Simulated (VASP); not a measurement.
# TiSn2Te3: single point with PBE

TiSn2Te3:

```xyz
6
Lattice="5.5931 0.0000 0.0000 -2.7965 4.8438 0.0000 0.0000 0.0000 6.0866" Properties=species:S:1:pos:R:3 pbc="T T T"
Ti    0.0000    0.0000    0.0000
Sn    0.0000    3.2292    0.0000
Sn    2.7965    1.6146    0.0000
Te    0.0000    3.2292    3.0433
Te    2.7965    1.6146    3.0433
Te    0.0000    0.0000    3.0433
```

The cell was generated, and may not be a known phase.

```
Program                : VASP 6.6.1
Task                   : single point
Functional             : PBE
Potentials or basis    : VASP PAW PBE potentials, release 64 (Ti_sv, Sn_d, Te)
Cutoff                 : 520 eV
k mesh                 : 6 × 6 × 4
Occupations            : gaussian, width 0.1 eV
Spin                   : no spin polarisation
Dipole correction      : no
Further INCAR settings : ALGO = Normal; EDIFF = 1e-06; NBANDS = 38
```

```json
{
 "Pressure": "0.0 GPa",
 "Band gap on the k mesh": "zero (bands 29 and 30 overlap by 0.49 eV)"
}
```

Stress tensor (GPa, compression positive):
```
-0.07  0.00  0.00
 0.00 -0.07  0.00
 0.00  0.00  0.24
```

Levels at points of the mesh, in eV from the Fermi level:
| k point | band 27 | band 28 | band 29 | band 30 | band 31 | band 32 |
| --- | --- | --- | --- | --- | --- | --- |
| (0.00, 0.00, 0.00) | -1.66 | -1.66 | 0.06 | 0.06 | 0.43 | 1.12 |
| (0.50, 0.00, 0.00) | -1.22 | -0.47 | -0.07 | 0.06 | 0.42 | 0.51 |
| (0.00, 0.00, 0.50) | -1.52 | -0.58 | 0.32 | 0.32 | 0.50 | 0.50 |
| (0.50, 0.00, 0.50) | -0.42 | -0.27 | -0.25 | -0.05 | 0.11 | 0.65 |

Run time: 2.2 min on 1 thread of Intel(R) Xeon(R) Platinum 8488C (Sapphire Rapids), with other jobs on the host, peak memory 0.35 GiB.

Caveat: spin-orbit coupling is left out, which moves the levels of the heavy elements.
